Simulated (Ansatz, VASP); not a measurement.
**Si2Mo: VASP beside Ansatz**

The input INCAR:

```
SYSTEM = Si2Mo
  PREC = Accurate
  ENCUT = 600
  EDIFF = 1E-6
  ISMEAR = 0
  SIGMA = 0.1
  LREAL = .FALSE.
  LASPH = .TRUE.
  NELM = 100
  ALGO = Normal
  ISIF = 3
  LWAVE = .FALSE.
  LCHARG = .FALSE.
  GGA = PE
  IBRION = 2
  NSW = 90
  EDIFFG = -0.04
```

File KPOINTS:

```
Automatic mesh
0
G
  4 4 4
  0 0 0
```

Contents of POSCAR:

```
Si2Mo
1.0
    3.4277247200     -3.4575821500      0.0000000000
    3.4277247200      3.4575821500      0.0000000000
    0.0000000000      0.0000000000      4.2362427600
Si Mo
4 2
Direct
    0.2458982400      0.7541017600      0.0000000000
    0.7541017600      0.2458982400      0.0000000000
    0.7965213700      0.7965213700      0.5000000000
    0.2034786300      0.2034786300      0.5000000000
    0.2242574600      0.2242574600      0.0000000000
    0.7757425400      0.7757425400      0.0000000000
```

Input for Ansatz:

```yaml
crystal:
  lattice:
    - [3.42772472, -3.45758215, 0.0]
    - [3.42772472, 3.45758215, 0.0]
    - [0.0, 0.0, 4.23624276]
  atoms:
    - { symbol: Si, position: [0.24589824, 0.75410176, 0.0] }
    - { symbol: Si, position: [0.75410176, 0.24589824, 0.0] }
    - { symbol: Si, position: [0.79652137, 0.79652137, 0.5] }
    - { symbol: Si, position: [0.20347863, 0.20347863, 0.5] }
    - { symbol: Mo, position: [0.22425746, 0.22425746, 0.0] }
    - { symbol: Mo, position: [0.77574254, 0.77574254, 0.0] }
basis:
  ecutwfc: 420
kpoints:
  mp_grid: { grid: [4, 4, 4] }
hamiltonian:
  xc: pbe
scf:
  occupations: { method: gaussian, width: 0.1 }
  lower_state_search: "off"
output:
  forces: true
  stress: true
  eigenvalues: true
relax:
  adjacent_minimum: "off"
  f_tol: 0.04
  max_steps: 70
  cell: { stress_tol: 0.4 }
```

Alike in both runs: task relaxation of cell and atoms; functional PBE; k mesh 4 × 4 × 4; occupations gaussian, width 0.1 eV; no spin polarisation.

```csv
,VASP,Ansatz
version,VASP 6.6.1,Ansatz 0.2.0
potentials or method,"VASP PAW PBE potentials, release 64 (Si, Mo_sv), cutoff 600 eV","scalar-relativistic, plane waves, PAW"
valence electrons in the cell,44,44
```

Ansatz gave:

```
gap on the k mesh at the Fermi level, each at its own relaxed structure (eV) : none
relaxed volume (Å³/atom)                                                     : 19.26
relaxed cell length with the largest relative difference (Å)                 : 4.753
```

Task: What did VASP give for the same quantities?

Result: gap on the k mesh at the Fermi level, each at its own relaxed structure (eV): none; relaxed volume (Å³/atom): 19.31; relaxed cell length with the largest relative difference (Å): 4.760.

A gap of «none» marks a metal or a gap that the smearing closes.

The k mesh is coarse, so the values compare programs but aren't converged. Noted on VASP's run: the volume moved by over 15 % at a fixed basis, so the end points are rough.
